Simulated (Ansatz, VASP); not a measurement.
## ZrB2: VASP beside Ansatz

```
CELL_PARAMETERS angstrom
3.22707 0.00000 0.00000
-1.61354 2.79473 0.00000
0.00000 0.00000 3.58904
ATOMIC_POSITIONS crystal
Zr 0.00000 0.00000 0.00000
B 0.33333 0.66667 0.50000
B 0.66667 0.33333 0.50000
```

Change from the starting cell: volume scaled by 1.06.

Alike in both runs: task single point; functional LDA; k mesh 13 × 13 × 10; occupations fermi-dirac, width 0.03 eV; no spin polarisation.

|  | VASP | Ansatz |
| --- | --- | --- |
| version | VASP 6.6.1 | Ansatz 0.2.0 |
| potentials or method | VASP PAW LDA potentials, release 64 (Zr_sv, B), cutoff 520 eV | all-electron LAPW, scalar-relativistic |

|  | VASP | Ansatz | Ansatz less VASP |
| --- | --- | --- | --- |
| pressure (GPa) | -18.9 | -19.3 | -0.38 |
| traceless stress, the component that is largest in VASP (GPa) | 1.55 | 1.56 | +0.013 |

LDA's correlation is that of Perdew and Zunger in VASP and of Perdew and Wang (1992) in Ansatz. Ansatz ran all-electron here, and VASP with PAW potentials.
